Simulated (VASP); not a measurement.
# Zr (Pm-3m) in VASP: a series of runs, part 2 of 2

VASP 6.6.1. The steps go on from the part before.

## Step 3: Single point, PBE (volume scaled by 0.65)

Input file INCAR:

```
ALGO = Normal
EDIFF = 1E-6
ENCUT = 520
GGA = PE
ISIF = 2
ISMEAR = -1
LASPH = T
LCHARG = F
LREAL = F
LWAVE = F
NBANDS = 12
NELM = 60
PREC = Accurate
SIGMA = 0.1
```

Input file KPOINTS:

```
k-points
0
Gamma
  14 14 14
```

Input file POSCAR:

```
Zr
1.0
    2.5261015396      0.0000000000      0.0000000000
    0.0000000000      2.5261015396      0.0000000000
    0.0000000000      0.0000000000      2.5261015396
Zr
1
Direct
    0.0000000000      0.0000000000      0.0000000000
```

Potentials or basis: VASP PAW PBE potentials, release 64 (Zr_sv).

Launch:

```sh
$ cat potpaw_PBE.64/Zr_sv/POTCAR > POTCAR
$ mpirun -np 1 vasp_std > vasp.out
```

OUTCAR:

```text
EDIFF = 1E-6
   ENCUT = 520
   GGA = PE
   ISIF = 2
   ISMEAR = -1
   LASPH = T
   LREAL = F
   NELM = 60
   PREC = Accurate

 ion  position               nearest neighbor table
   1  0.000  0.000  0.000-

  LATTYP: Found a simple cubic cell.
 ALAT       =     2.5261015396

  Lattice vectors:

 A1 = (   2.5261015396,   0.0000000000,   0.0000000000)
 A2 = (   0.0000000000,   2.5261015396,   0.0000000000)
 A3 = (   0.0000000000,   0.0000000000,   2.5261015396)

Analysis of symmetry for initial positions (statically):
=====================================================================
 Subroutine PRICEL returns:
 Original cell was already a primitive cell.

 Routine SETGRP: Setting up the symmetry group for a
 simple cubic supercell.

 Subroutine GETGRP returns: Found 48 space group operations
 (whereof 48 operations were pure point group operations)
 out of a pool of 48 trial point group operations.

The static configuration has the point symmetry O_h .

Analysis of symmetry for dynamics (positions and initial velocities):
=====================================================================
 Subroutine PRICEL returns:
 Original cell was already a primitive cell.

 Routine SETGRP: Setting up the symmetry group for a
 simple cubic supercell.

 Subroutine GETGRP returns: Found 48 space group operations
 (whereof 48 operations were pure point group operations)
 out of a pool of 48 trial point group operations.

The dynamic configuration has the point symmetry O_h .

 Subroutine INISYM returns: Found 48 space group operations
 (whereof 48 operations are pure point group operations),
 and found     1 'primitive' translations

----------------------------------------------------------------------------------------

                                     Primitive cell

  volume of cell :      16.1195

  direct lattice vectors                    reciprocal lattice vectors
[... 107 lines left out ...]
  Fermi-wavevector in a.u.,A,eV,Ry     =   1.483717  2.803819 29.952090  2.201417
  Thomas-Fermi vector in A             =   2.597344
   LORBIT       =      0    0 simple, 1 ext, 2 COOP (PROOUT), +10 PAW based schemes
   GGA     = PE    functional components
   LHFCALC =     F    Hartree Fock is set to
   AEXX    =    0.0000 exact exchange contribution
   IVDW    =     0    specifies the selected vdW correction
   LEPSILON=     F    determine dielectric tensor
   LRPA    =     F    only Hartree local field effects (RPA)
 non-spin polarized calculation
  energy-cutoff  :      520.00
  volume of cell :       16.12
 maximum number of plane-waves:       461
 NGX is ok and might be reduce to    20
   NGX =  9   NGY =  9   NGZ =  9

 number of electron      11.9999999 magnetization

 Free energy of the ion-electron system (eV)
  ---------------------------------------------------
  ext. energy  EPLUGINS =         0.00000000
  ---------------------------------------------------
  free energy    TOTEN  =        -6.41017329 eV

  energy without entropy =       -6.37172836  energy(sigma->0) =       -6.39095083

 E-fermi :  13.3837     XC(G=0): -12.7843

 val. band max:       13.3794213043   @ k =   0.5000   0.3571   0.0714
 cond. band min:      13.3917494544   @ k =   0.5000   0.1429   0.0714
 fundamental gap:      0.0123281502
 Fermi energy:        13.3836631027

 k-point     1 :       0.0000    0.0000    0.0000
  band No.  band energies     occupation
      1     -35.4191      2.00000
      2     -11.4640      2.00000
      3     -11.4640      2.00000
      4     -11.4640      2.00000
      5       8.1100      2.00000
      6      10.2204      2.00000
      7      10.2204      2.00000
      8      22.0246      0.00000
      9      22.0246      0.00000
     10      22.0246      0.00000
     11      30.2790      0.00000
     12      30.2790      0.00000
[... 331 lines left out ...]
 k-point    24 :       0.3571    0.2143    0.0000
  band No.  band energies     occupation
      1     -34.7076      2.00000
      2     -14.2737      2.00000
      3     -12.6246      2.00000
      4     -11.0213      2.00000
      5      11.0226      2.00000
      6      12.0736      2.00000
      7      15.0537      0.00000
      8      17.7095      0.00000
      9      18.4161      0.00000
     10      20.1195      0.00000
     11      26.2088      0.00000
     12      30.6540      0.00000

 [... further k-points ...]
[... 5 lines left out ...]
  --------------------------------------------------------------------------------------
  -------------------------------------------------------------------------------------
  Total        6.5580234      6.5580234      6.5580234      0.0000000     -0.0000000      0.0000000
  in kB      651.8251840    651.8251840    651.8251840      0.0000000     -0.0000000      0.0000000
  external PRESSURE =     651.8251840 kB  Pullay stress =       0.0000000 kB

 VOLUME and BASIS-vectors are now :
 -----------------------------------------------------------------------------
  energy-cutoff  :      520.00
  volume of cell :       16.12
      direct lattice vectors                 reciprocal lattice vectors
     2.526101540  0.000000000  0.000000000     0.395866906  0.000000000  0.000000000
     0.000000000  2.526101540  0.000000000     0.000000000  0.395866906  0.000000000
     0.000000000  0.000000000  2.526101540     0.000000000  0.000000000  0.395866906

 POSITION                                       TOTAL-FORCE (eV/Angst)
 -----------------------------------------------------------------------------------
      0.00000      0.00000      0.00000         0.000000      0.000000      0.000000
 -----------------------------------------------------------------------------------
    total drift:                               -0.000000      0.000000      0.000000

  FREE ENERGIE OF THE ION-ELECTRON SYSTEM (eV)
  ---------------------------------------------------
  free  energy   TOTEN  =        -6.4101732950 eV

  energy  without entropy=       -6.3717283607  energy(sigma->0) =       -6.39095083
```

OSZICAR:

```text
N       E                     dE             d eps       ncg     rms          rms(c)
DAV:   1     0.953753491902E+02    0.95375E+02   -0.74089E+03  2892   0.105E+03
DAV:   2    -0.349374599101E+01   -0.98869E+02   -0.95164E+02  3300   0.289E+02
DAV:   3    -0.642308968762E+01   -0.29293E+01   -0.28616E+01  3996   0.422E+01
DAV:   4    -0.648325360982E+01   -0.60164E-01   -0.60100E-01  3324   0.569E+00
DAV:   5    -0.648524259736E+01   -0.19890E-02   -0.19888E-02  3904   0.726E-01    0.229E+01
DAV:   6    -0.639293037063E+01    0.92312E-01   -0.19571E-01  3536   0.417E+00    0.114E+01
DAV:   7    -0.640666905403E+01   -0.13739E-01   -0.12296E-01  4276   0.313E+00    0.127E+00
DAV:   8    -0.641021571763E+01   -0.35467E-02   -0.14531E-02  3148   0.138E+00    0.163E-01
DAV:   9    -0.641019314910E+01    0.22569E-04   -0.50718E-04  3432   0.230E-01    0.201E-02
DAV:  10    -0.641017389214E+01    0.19257E-04   -0.17286E-05  3616   0.434E-02    0.921E-03
DAV:  11    -0.641017329499E+01    0.59715E-06   -0.54200E-07  2352   0.568E-03
   1 F= -.64101733E+01 E0= -.63909508E+01  d E =-.384449E-01
```

It took 6.8 s on 1 thread of Intel Xeon 6975P-C (Granite Rapids), shared host; peak memory 0.14 GiB.

What came out:

| Property | Result |
| --- | --- |
| Free energy | -6.4102 eV |
| Pressure | 65.2 GPa |
| Band gap on the k mesh | zero (band 6 reaches 15.02 eV, above the bottom of band 7 at 10.10 eV) |

## Step 4: Single point, PBE (volume scaled by 0.65)

Input file INCAR:

```
SYSTEM = Zr
ALGO = Normal ; EDIFF = 1E-6
ENCUT = 520 ; GGA = PE
ISIF = 2 ; ISMEAR = -1
LASPH = .True. ; LCHARG = .False.
LREAL = .False. ; LWAVE = .False.
NBANDS = 12 ; NELM = 100
PREC = Accurate ; SIGMA = 0.1
```

Input file KPOINTS:

```
k-points
0
Gamma
  14 14 14
  0 0 0
```

POSCAR is that of step 3.

Launch:

```sh
$ cat potpaw_PBE.64/Zr_sv/POTCAR > POTCAR
$ mpirun -np 1 vasp_std > vasp.out
```

It took 6.6 s on 1 thread of Intel Xeon 6975P-C (Granite Rapids), shared host; peak memory 0.14 GiB.

Results (log left out):

```yaml
Free_energy: -6.4102 eV
Pressure: 65.2 GPa
Band_gap_on_the_k_mesh: zero (band 6 reaches 15.02 eV, above the bottom of band 7 at 10.10 eV)
```

Levels at points of the mesh, in eV from the Fermi level:
```
           k point  band 4  band 5  band 6  band 7  band 8  band 9
(0.00, 0.00, 0.00)  -24.85   -5.27   -3.16   -3.16    8.64    8.64
(0.50, 0.00, 0.00)  -24.47   -1.78   -1.64    1.73    3.21    3.21
(0.50, 0.50, 0.00)  -24.12   -5.63   -0.02    4.40    4.40    8.15
(0.50, 0.50, 0.50)  -27.28   -3.29   -3.29   -3.29    6.13   12.58
```
